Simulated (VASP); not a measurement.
The system is SiO2.

```
CELL_PARAMETERS angstrom
4.97559 0.00000 0.00000
0.00000 4.97559 0.00000
0.00000 0.00000 6.90089
ATOMIC_POSITIONS crystal
Si 0.80325 0.80325 0.50000
Si 0.69675 0.30325 0.25000
Si 0.30325 0.69675 0.75000
Si 0.19675 0.19675 0.00000
O 0.76176 0.11039 0.43204
O 0.88961 0.23824 0.06796
O 0.11039 0.76176 0.56796
O 0.26176 0.38961 0.81796
O 0.23824 0.88961 0.93204
O 0.73824 0.61039 0.31796
O 0.38961 0.26176 0.18204
O 0.61039 0.73824 0.68204
```

| Property | Result |
| --- | --- |
| Program | VASP 6.6.1 |
| Task | relaxation of cell and atoms |
| Functional | PBEsol |
| Potentials or basis | VASP PAW PBE potentials, release 64 (Si, O) |
| Cutoff | 600 eV |
| k mesh | 6 × 6 × 4 |
| Occupations | fermi-dirac, width 0.05 eV |
| Spin | no spin polarisation |

At the start: pressure 2.7 GPa; volume 14.24 Å³/atom.

Question: How do energy, volume and symmetry change on relaxing?

Answer: Over 36 steps the energy falls by 2.2 meV/atom and the volume is 14.72 Å³/atom (+3.4 %); space group P4_32_12 (No. 96, to 0.1 Å) before and after.

Step by step:
```
step  energy change (eV)  largest force (eV/Å)  pressure (GPa)  volume (Å³)
   1              0.0000                0.1759            2.71       170.84
   2              0.0242                0.2646           -3.64       176.87
   3             -0.0228                0.0245           -0.01       173.28
   4             -0.0228                0.0249            0.04       173.23
   5             -0.0230                0.0221            0.05       173.26
   6             -0.0233                0.0193            0.06       173.31
   7             -0.0233                0.0323            0.01       173.43
   8             -0.0233                0.0231            0.02       173.39
   9             -0.0234                0.0248            0.00       173.48
  10             -0.0236                0.0300           -0.08       173.72
  11             -0.0239                0.0412           -0.24       174.20
  12             -0.0239                0.0380           -0.23       174.23
  13             -0.0242                0.0307           -0.19       174.30
  14             -0.0244                0.0275           -0.13       174.44
  15             -0.0246                0.0710            0.01       174.72
  16             -0.0246                0.0541           -0.03       174.63
  17             -0.0247                0.0464            0.02       174.70
  18             -0.0250                0.0311            0.11       174.83
  19             -0.0250                0.0362            0.29       175.09
  20             -0.0250                0.0268            0.21       174.98
  21             -0.0252                0.0281            0.16       175.13
  22             -0.0254                0.0439            0.02       175.49
  23             -0.0254                0.0530           -0.04       175.64
  24             -0.0256                0.0390           -0.09       175.79
  25             -0.0258                0.0192           -0.18       176.08
  26             -0.0258                0.0211           -0.21       176.16
  27             -0.0260                0.0254           -0.15       176.19
  28             -0.0262                0.0327           -0.04       176.26
  29             -0.0262                0.0480            0.18       176.39
  30             -0.0262                0.0409            0.08       176.33
  31             -0.0264                0.0198            0.10       176.46
  32             -0.0264                0.0151            0.10       176.45
  33             -0.0264                0.0126            0.02       176.57
  34             -0.0265                0.0126           -0.06       176.69
  35             -0.0265                0.0124           -0.05       176.66
  36             -0.0265                0.0090           -0.04       176.68
```

Final structure:
```
Si O
1.0
     5.02264    0.00000    0.00000
     0.00000    5.02264    0.00000
     0.00000    0.00000    7.00347
Si O
4 8
Direct
  0.79939 0.79939 0.50000
  0.70061 0.29939 0.25000
  0.29939 0.70061 0.75000
  0.20061 0.20061 0.00000
  0.76068 0.10396 0.42905
  0.89604 0.23932 0.07095
  0.10396 0.76068 0.57095
  0.26068 0.39604 0.82095
  0.23932 0.89604 0.92905
  0.73932 0.60396 0.32095
  0.39604 0.26068 0.17905
  0.60396 0.73932 0.67905
```

Caveat: the PAW data sets were made with another functional, which shifts forces and pressure a little.
